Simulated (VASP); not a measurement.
Wanted: the native input for a VASP 6.6.1 run.

```
Task                   : single point
Functional             : LDA
Potentials or basis    : VASP PAW LDA potentials, release 64 (Sb, Ga_d)
Cutoff                 : 500 eV
k mesh                 : 6 × 6 × 6
Occupations            : fermi-dirac, width 0.05 eV
Spin                   : no spin polarisation
Dipole correction      : no
Further INCAR settings : ALGO = Normal; EDIFF = 1e-06; NBANDS = 22
```

The structure of GaSb3 lies in POSCAR:

```
GaSb3
1.0
    0.0000000000      3.7055566952      3.7055566952
    3.7055566952      0.0000000000      3.7055566952
    3.7055566952      3.7055566952      0.0000000000
Sb Ga
3 1
Direct
    0.5000000000      0.5000000000      0.5000000000
    0.7500000000      0.7500000000      0.7500000000
    0.2500000000      0.2500000000      0.2500000000
    0.0000000000      0.0000000000      0.0000000000
```

The input as run:

INCAR

```
SYSTEM = GaSb3
PREC = Accurate ; ENCUT = 500
EDIFF = 1E-6 ; ISMEAR = -1
SIGMA = 0.05 ; LREAL = .FALSE.
LASPH = .TRUE. ; NELM = 120
ALGO = Normal ; ISIF = 2
LWAVE = .FALSE. ; LCHARG = .FALSE.
NBANDS = 22 ; GGA_COMPAT = .FALSE.
```

KPOINTS

```
Automatic mesh
0
G
  6 6 6
  0 0 0
```

Potentials or basis: VASP PAW LDA potentials, release 64 (Sb, Ga_d).

Command:

```console
$ cat potpaw_LDA.64/Sb/POTCAR potpaw_LDA.64/Ga_d/POTCAR > POTCAR
$ mpirun -np 1 vasp_std > vasp.out
```

Results of the run:

```json
{
 "Pressure": "-3.6 GPa",
 "Band gap on the k mesh": "zero (band 14 reaches 8.83 eV, above the bottom of band 15 at 5.13 eV)"
}
```

Caveat: spin-orbit coupling is left out, which moves the levels of the heavy elements.

Wall time 50 s on 1 thread of Intel Xeon 8259CL (shared host), peak memory 0.21 GiB.
